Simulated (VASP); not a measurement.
A run of VASP 6.6.1:

INCAR

```
SYSTEM = SiC
ALGO = Normal
EDIFF = 1E-6
ENCUT = 520
GGA = PE
ISIF = 2
ISMEAR = 0
LASPH = .TRUE.
LCHARG = .FALSE.
LREAL = .FALSE.
LWAVE = .FALSE.
NBANDS = 11
NELM = 80
PREC = Accurate
SIGMA = 0.02
```

KPOINTS

```
k-points
0
G
  12 12 12
  0 0 0
```

POSCAR

```
SiC
1.0
    0.0000000000      2.1897251583      2.1897251583
    2.1897251583      0.0000000000      2.1897251583
    2.1897251583      2.1897251583      0.0000000000
Si C
1 1
Direct
    0.0000000000      0.0000000000      0.0000000000
    0.7500000000      0.7500000000      0.7500000000
```

Potentials or basis: VASP PAW PBE potentials, release 64 (Si, C).

Command:

```bash
$ cat potpaw_PBE.64/Si/POTCAR potpaw_PBE.64/C/POTCAR > POTCAR
$ mpirun -np 1 vasp_std > vasp.out
```

Hardware: 1 thread of AMD EPYC 9R45 (Zen 5), on a shared host.

Problem. How long does it take, and how much memory?

Solution. It took 6.1 s on 1 thread of AMD EPYC 9R45 (Zen 5) (shared host), peak memory 0.11 GiB. Counts: scf iterations 12, k points 72.
